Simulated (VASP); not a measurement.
The system is Be2Se.

```
Be Se
1.0
     0.00000    2.99546    2.99546
     2.99546    0.00000    2.99546
     2.99546    2.99546    0.00000
Be Se
2 1
Direct
  0.75000 0.75000 0.75000
  0.25000 0.25000 0.25000
  0.00000 0.00000 0.00000
```

The cell was built from a structure type or drawn by symmetry, and may not be a known phase.

* Program: VASP 6.6.1
* Task: relaxation of cell and atoms
* Functional: PBE
* Potentials or basis: VASP PAW PBE potentials, release 64 (Be, Se)
* Cutoff: 600 eV
* k mesh: 6 × 6 × 6
* Occupations: gaussian, width 0.1 eV
* Spin: no spin polarisation

At the start: pressure -6.3 GPa; volume 17.92 Å³/atom.

Question: How do energy, volume and symmetry change on relaxing?

Answer: Over 3 steps the energy falls by 59.0 meV/atom and the volume is 15.43 Å³/atom (-13.9 %); space group Fm-3m (No. 225, to 0.1 Å) before and after.

The path:
| step | energy change (eV) | largest force (eV/Å) | pressure (GPa) | volume (Å³) |
| --- | --- | --- | --- | --- |
| 1 | 0.0000 | 0.0000 | -6.32 | 53.76 |
| 2 | -0.1560 | 0.0000 | -2.64 | 48.44 |
| 3 | -0.1769 | 0.0000 | -0.35 | 46.28 |

Final structure:
```
Be Se
1.0
     0.00000    2.84964    2.84964
     2.84964    0.00000    2.84964
     2.84964    2.84964    0.00000
Be Se
2 1
Direct
  0.75000 0.75000 0.75000
  0.25000 0.25000 0.25000
  0.00000 0.00000 0.00000
```
